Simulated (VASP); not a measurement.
# BeCd2Se3 (P6/mmm) in VASP: a series of runs, part 2 of 2

VASP 6.6.1. The steps go on from the part before.

**5. Relaxation of cell and atoms, PBE**

INCAR

```
SYSTEM = BeCd2Se3
  PREC = Accurate
  ENCUT = 600
  EDIFF = 1E-6
  ISMEAR = 0
  SIGMA = 0.1
  LREAL = .FALSE.
  LASPH = .TRUE.
  NELM = 60
  ALGO = Normal
  ISIF = 3
  LWAVE = .FALSE.
  LCHARG = .FALSE.
  GGA = PE
  IBRION = 2
  NSW = 90
  EDIFFG = -0.04
```

KPOINTS

```
regular mesh
0
G
  3 3 6
  0 0 0
```

POSCAR

```
BeCd2Se3
1.0
    6.5439336000      0.0000000000      0.0000000000
   -3.2719668000      5.6672127400      0.0000000000
    0.0000000000      0.0000000000      3.5992334300
Be Cd Se
1 2 3
Direct
    0.0000000000      0.0000000000      0.0000000000
    0.3333333300      0.6666666700      0.0000000000
    0.6666666700      0.3333333300      0.0000000000
    0.5000000000      0.0000000000      0.5000000000
    0.5000000000      0.5000000000      0.5000000000
    0.0000000000      0.5000000000      0.5000000000
```

Run with:

```bash
cat potpaw_PBE.64/Be/POTCAR potpaw_PBE.64/Cd/POTCAR potpaw_PBE.64/Se/POTCAR > POTCAR
mpirun -np 1 vasp_std > vasp.out
```

Run time: 3.2 min. Hardware: 1 thread of AMD EPYC 9R45 (Zen 5), shared host; peak memory 0.3 GiB.

Results (log left out):

| Property | Result |
| --- | --- |
| Free energy | -12.5900 eV |
| Relaxed volume | 26.76 Å³/atom |
| Relaxed cell | a = 6.709 Å, b = 6.709 Å, c = 4.118 Å, α = 90.00°, β = 90.00°, γ = 120.00° |
| Space group after relaxing (to 0.05 Å) | P6/mmm (No. 191) |
| Energy gained by relaxing | 215.5 meV/atom |
| Ionic steps | 9 |
| Pressure after relaxing | 0.0 GPa |
| Band gap on the k mesh | zero (band 22 reaches 2.03 eV, above the bottom of band 23 at 1.48 eV) |

Stress tensor (GPa, compression positive):
```
 0.01  0.00  0.00
 0.00  0.01  0.00
 0.00  0.00 -0.07
```

The path:
| step | energy change (eV) | largest force (eV/Å) | pressure (GPa) | volume (Å³) |
| --- | --- | --- | --- | --- |
| 1 | 0.0000 | 0.0000 | 14.50 | 133.48 |
| 2 | -1.1430 | 0.0000 | -2.43 | 176.21 |
| 3 | -1.2290 | 0.0000 | -0.06 | 164.83 |
| 4 | -1.2292 | 0.0000 | -0.22 | 165.50 |
| 5 | -1.2520 | 0.0000 | -0.35 | 165.07 |
| 6 | -1.2866 | 0.0000 | -0.61 | 163.58 |
| 7 | -1.2875 | 0.0000 | -0.64 | 163.30 |
| 8 | -1.2908 | 0.0000 | 0.37 | 158.89 |
| 9 | -1.2928 | 0.0000 | -0.02 | 160.54 |

Final structure:
```
Be Cd Se
1.0
     6.70921    0.00000    0.00000
    -3.35461    5.81035    0.00000
     0.00000    0.00000    4.11810
Be Cd Se
1 2 3
Direct
  0.00000 0.00000 0.00000
  0.33333 0.66667 0.00000
  0.66667 0.33333 0.00000
  0.50000 0.00000 0.50000
  0.50000 0.50000 0.50000
  0.00000 0.50000 0.50000
```

Levels at points of the mesh, in eV from the Fermi level:
```tsv
k point	band 20	band 21	band 22	band 23	band 24	band 25
(0.00, 0.00, 0.00)	-0.63	-0.11	0.14	0.16	0.16	3.37
(0.00, 0.00, 0.50)	-1.33	-0.13	0.35	0.67	0.67	1.54
```

Caveat: the k points lie up to 0.36 Å⁻¹ apart in the final cell; the volume moved by over 15 % at a fixed basis, so the end points are rough.

**6. Relaxation of cell and atoms, PBE**

This run uses another cell than the first one, of 26.78 Å³/atom, 1.204 times its volume.

INCAR

```
SYSTEM = BeCd2Se3
ALGO = Normal ; EDIFF = 1E-6
EDIFFG = -0.01 ; ENCUT = 600
GGA = PE ; IBRION = 2
ISIF = 3 ; ISMEAR = 0
LASPH = .TRUE. ; LCHARG = .FALSE.
LREAL = .FALSE. ; LWAVE = .FALSE.
NELM = 80 ; NSW = 100
PREC = Accurate ; SIGMA = 0.1
```

KPOINTS

```
k-points
0
G
  6 6 10
  0 0 0
```

POSCAR

```
BeCd2Se3
1.0
    6.7488076851      0.0000000000      0.0000000000
   -3.3744038426      5.8446389006      0.0000000000
    0.0000000000      0.0000000000      4.0741034500
Be Cd Se
1 2 3
Direct
    0.0000000000      0.0000000000      0.0000000000
    0.3333333333      0.6666666667      0.0000000000
    0.6666666667      0.3333333333      0.0000000000
    0.5000000000      0.0000000000      0.5000000000
    0.5000000000      0.5000000000      0.5000000000
    0.0000000000      0.5000000000      0.5000000000
```

Potentials or basis: VASP PAW PBE potentials, release 64 (Be, Cd, Se).

Run with:

```bash
cat potpaw_PBE.64/Be/POTCAR potpaw_PBE.64/Cd/POTCAR potpaw_PBE.64/Se/POTCAR > POTCAR
mpirun -np 1 vasp_std > vasp.out
```

OUTCAR:

```text
SYSTEM = BeCd2Se3
   EDIFF = 1E-6
   EDIFFG = -0.01
   ENCUT = 600
   GGA = PE
   IBRION = 2
   ISIF = 3
   ISMEAR = 0
   LASPH = .TRUE.
   LREAL = .FALSE.
   NELM = 80
   NSW = 100
   PREC = Accurate

 ion  position               nearest neighbor table
   1  0.000  0.000  0.000-
   2  0.333  0.667  0.000-   6 2.82   6 2.82   4 2.82   4 2.82   5 2.82   5 2.82
   3  0.667  0.333  0.000-   6 2.82   6 2.82   4 2.82   4 2.82   5 2.82   5 2.82
   4  0.500  0.000  0.500-   2 2.82   3 2.82   2 2.82   3 2.82
   5  0.500  0.500  0.500-   2 2.82   3 2.82   2 2.82   3 2.82
   6  0.000  0.500  0.500-   2 2.82   3 2.82   2 2.82   3 2.82

  LATTYP: Found a hexagonal cell.
 ALAT       =     6.7488076851
 C/A-ratio  =     0.6036775146

  Lattice vectors:

 A1 = (   6.7488076851,   0.0000000000,   0.0000000000)
[... 352 lines left out ...]
  ---------------------------------------------------
  free energy    TOTEN  =       -12.40251337 eV

  energy without entropy =      -12.36887264  energy(sigma->0) =      -12.38569301

 E-fermi :   1.3036     XC(G=0):  -8.8095

 val. band max:        1.3031641407   @ k =   0.0000   0.0000   0.5000
 cond. band min:       1.3108962356   @ k =   0.3333   0.1667   0.0000
 fundamental gap:      0.0077320949
 Fermi energy:         1.3036134776

 k-point     1 :       0.0000    0.0000    0.0000
  band No.  band energies     occupation
      1     -12.0289      2.00000
      2     -10.8176      2.00000
      3     -10.8176      2.00000
      4      -7.3340      2.00000
      5      -7.1502      2.00000
      6      -7.1502      2.00000
[... 685 lines left out ...]
     25       3.8878      0.00000
     26       4.1949      0.00000

 [... further k-points ...]

------------------------ aborting loop because EDIFF is reached ----------------------------------------

  FORCE on cell =-STRESS in cart. coord.  units (eV):
  Direction    XX          YY          ZZ          XY          YZ          ZX
  --------------------------------------------------------------------------------------
  -------------------------------------------------------------------------------------
  Total       -0.0364155     -0.0364155     -0.0041170      0.0000000      0.0000000      0.0000000
  in kB       -0.3548692     -0.3548692     -0.0401198      0.0000000      0.0000000      0.0000000
  external PRESSURE =      -0.2499528 kB  Pullay stress =       0.0000000 kB
[... 21 lines left out ...]
  FREE ENERGIE OF THE ION-ELECTRON SYSTEM (eV)
  ---------------------------------------------------
  free  energy   TOTEN  =       -12.4025133735 eV

  energy  without entropy=      -12.3688726386  energy(sigma->0) =      -12.38569301

 reached required accuracy - stopping structural energy minimisation
```

OSZICAR:

```text
N       E                     dE             d eps       ncg     rms          rms(c)
DAV:   1     0.302240295465E+03    0.30224E+03   -0.21753E+04  2184   0.166E+03
DAV:   2     0.111811565452E+02   -0.29106E+03   -0.28424E+03  2428   0.345E+02
DAV:   3    -0.128497124523E+02   -0.24031E+02   -0.23612E+02  2758   0.941E+01
[... 47 lines left out ...]
DAV:   4    -0.124027055481E+02    0.23784E-02   -0.29656E-03  2508   0.356E-01    0.169E-01
DAV:   5    -0.124025086701E+02    0.19688E-03   -0.43617E-04  2326   0.157E-01    0.497E-02
DAV:   6    -0.124025127502E+02   -0.40801E-05   -0.35195E-05  2442   0.421E-02    0.137E-02
DAV:   7    -0.124025137556E+02   -0.10054E-05   -0.50225E-06  2416   0.210E-02    0.564E-03
DAV:   8    -0.124025133735E+02    0.38213E-06   -0.56238E-07  1218   0.621E-03
   5 F= -.12402513E+02 E0= -.12385693E+02  d E =-.488147E-02
```

CONTCAR:

```text
BeCd2Se3
   1.00000000000000
     6.8937317813562062   -0.0000000000012389   -0.0000000000000000
    -3.4468658907302498    5.9701468495820693    0.0000000000000000
    -0.0000000000000000    0.0000000000000000    3.9947491050911799
  Be              Cd              Se
     1     2     3
Direct
     1.0000000000000000    0.0000000000000000    0.0000000000000000
     0.3333333332999970    0.6666666667000030    0.0000000000000000
     0.6666666667000030    0.3333333332999970    1.0000000000000000
     0.5000000000000000    0.0000000000000000    0.5000000000000000
     0.5000000000000000    0.5000000000000000    0.5000000000000000
     1.0000000000000000    0.5000000000000000    0.5000000000000000

  0.00000000E+00  0.00000000E+00  0.00000000E+00
  0.00000000E+00  0.00000000E+00  0.00000000E+00
  0.00000000E+00  0.00000000E+00  0.00000000E+00
  0.00000000E+00  0.00000000E+00  0.00000000E+00
  0.00000000E+00  0.00000000E+00  0.00000000E+00
  0.00000000E+00  0.00000000E+00  0.00000000E+00
```

Wall time 7 min (1 thread of AMD EPYC 9R45 (Zen 5), shared host); peak memory 0.44 GiB.

What came out:

* Free energy: -12.4025 eV
* Relaxed volume: 27.40 Å³/atom
* Relaxed cell: a = 6.894 Å, b = 6.894 Å, c = 3.995 Å, α = 90.00°, β = 90.00°, γ = 120.00°
* Space group after relaxing (to 0.05 Å): P6/mmm (No. 191)
* Energy gained by relaxing: 3.6 meV/atom
* Ionic steps: 5
* Pressure after relaxing: 0.0 GPa
* Band gap on the k mesh: zero (band 22 reaches 1.72 eV, above the bottom of band 23 at 1.10 eV)

Step by step:
```tsv
step	energy change (eV)	largest force (eV/Å)	pressure (GPa)	volume (Å³)
1	0.0000	0.0000	0.45	160.70
2	-0.0104	0.0000	0.11	162.47
3	-0.0158	0.0000	-0.62	166.50
4	-0.0168	0.0000	-0.43	165.34
5	-0.0217	0.0000	-0.02	164.41
```

Final structure:
```xyz
6
Lattice="6.8937 0.0000 0.0000 -3.4469 5.9701 0.0000 0.0000 0.0000 3.9947" Properties=species:S:1:pos:R:3 pbc="T T T"
Be    6.8937    0.0000    0.0000
Cd    0.0000    3.9801    0.0000
Cd    3.4469    1.9900    3.9947
Se    3.4469    0.0000    1.9974
Se    1.7234    2.9851    1.9974
Se    5.1703    2.9851    1.9974
```

Levels at points of the mesh, in eV from the Fermi level:
| k point | band 19 | band 20 | band 21 | band 22 | band 23 | band 24 | band 25 | band 26 |
| --- | --- | --- | --- | --- | --- | --- | --- | --- |
| (0.00, 0.00, 0.00) | -0.24 | -0.24 | 0.08 | 0.08 | 0.15 | 0.20 | 3.54 | 3.54 |
| (0.50, 0.00, 0.00) | -1.71 | -1.09 | -0.24 | 0.02 | 0.16 | 1.13 | 2.75 | 2.99 |
| (0.00, 0.00, 0.50) | -2.07 | -1.11 | 0.00 | 0.41 | 0.67 | 0.67 | 1.62 | 1.85 |
| (0.50, 0.00, 0.50) | -1.87 | -1.21 | -0.86 | -0.52 | 0.62 | 1.14 | 2.48 | 2.75 |

**7. Summary**

| task | cell | k mesh | cutoff (eV) | gap on the mesh (eV) | pressure (GPa) | relaxed volume (Å³/atom) |
| --- | --- | --- | --- | --- | --- | --- |
| single point | a = 6.544, b = 6.544, c = 3.599 Å, angles 90.0, 90.0, 120.0°, 6 atoms | 3 × 3 × 6 | 520 | none | 14.5 | - |
| single point | a = 6.749, b = 6.749, c = 4.074 Å, angles 90.0, 90.0, 120.0°, 6 atoms | 3 × 3 × 6 | 520 | none | 0.2 | - |
| single point | a = 6.884, b = 6.884, c = 3.986 Å, angles 90.0, 90.0, 120.0°, 6 atoms | 6 × 6 × 10 | 520 | none | 0.2 | - |
| relaxation of cell and atoms | relaxed from a = 6.544, b = 6.544, c = 3.599 Å, angles 90.0, 90.0, 120.0°, 6 atoms | 3 × 3 × 6 | 600 | none | 0.0 | 26.76 |
| relaxation of cell and atoms | relaxed from a = 6.749, b = 6.749, c = 4.074 Å, angles 90.0, 90.0, 120.0°, 6 atoms | 6 × 6 × 10 | 600 | none | 0.0 | 27.40 |

Alike in all rows: level PBE; potentials or basis VASP PAW PBE potentials, release 64 (Be, Cd, Se); no spin polarisation; smearing gaussian 0.1 eV.

Caveats: some runs use coarse meshes; the volume moved by over 15 % at a fixed basis, so the end points are rough (some runs).

Total energies depend on the potentials used, so only differences within one code and one set of settings carry meaning.
